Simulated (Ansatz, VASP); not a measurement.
One calculation of Cu, two programs

File INCAR:

```
PREC = Accurate ; ENCUT = 520
EDIFF = 1E-6 ; ISMEAR = 0
SIGMA = 0.15 ; LREAL = False
LASPH = True ; NELM = 60
ALGO = Normal ; ISIF = 2
LWAVE = False ; LCHARG = False
GGA = PE ; NBANDS = 12
```

Contents of KPOINTS:

```
Automatic mesh
0
Gamma
  22 22 22
```

File POSCAR:

```
Cu
1.0
    0.0000000000      1.8978750000      1.8075000000
    1.8978750000      0.0000000000      1.8075000000
    1.8978750000      1.8978750000      0.0000000000
Cu
1
Direct
    0.0000000000      0.0000000000      0.0000000000
```

Input for Ansatz:

```yaml
crystal:
  lattice:
    - [0.0, 1.897875, 1.8075]
    - [1.897875, 0.0, 1.8075]
    - [1.897875, 1.897875, 0.0]
  atoms:
    - { symbol: Cu, position: [0.0, 0.0, 0.0] }
basis:
  ecutwfc: 420
kpoints:
  mp_grid: { grid: [22, 22, 22] }
hamiltonian:
  xc: pbe
scf:
  occupations: { method: gaussian, width: 0.15 }
output:
  forces: true
  stress: true
  eigenvalues: true
  write_density: true
  write_potential: true
  elf: true
  volumetric_format: npy
```

Change from the starting cell: strain +0.050 along x and y, +0.000 along z, atoms carried along.

Alike in both runs: task single point; functional PBE; k mesh 22 × 22 × 22; occupations gaussian, width 0.15 eV; no spin polarisation.

```csv
,VASP,Ansatz
version,VASP 6.6.1,Ansatz 0.2.0
potentials or method,"VASP PAW PBE potentials, release 64 (Cu), cutoff 520 eV","scalar-relativistic, plane waves, PAW"
valence electrons in the cell,11,19
```

```csv
,VASP,Ansatz,Ansatz less VASP
gap on the k mesh at the Fermi level (eV),none,none,-
pressure (GPa),-9.0,-9.7,-0.62
"traceless stress, the component that is largest in VASP (GPa)",1.25,1.26,+0.013
```

A gap of «none» marks a metal or a gap that the smearing closes. VASP's potentials hold 11 valence electrons a cell and Ansatz's 19, so a difference there can come from the potentials and not from the codes.
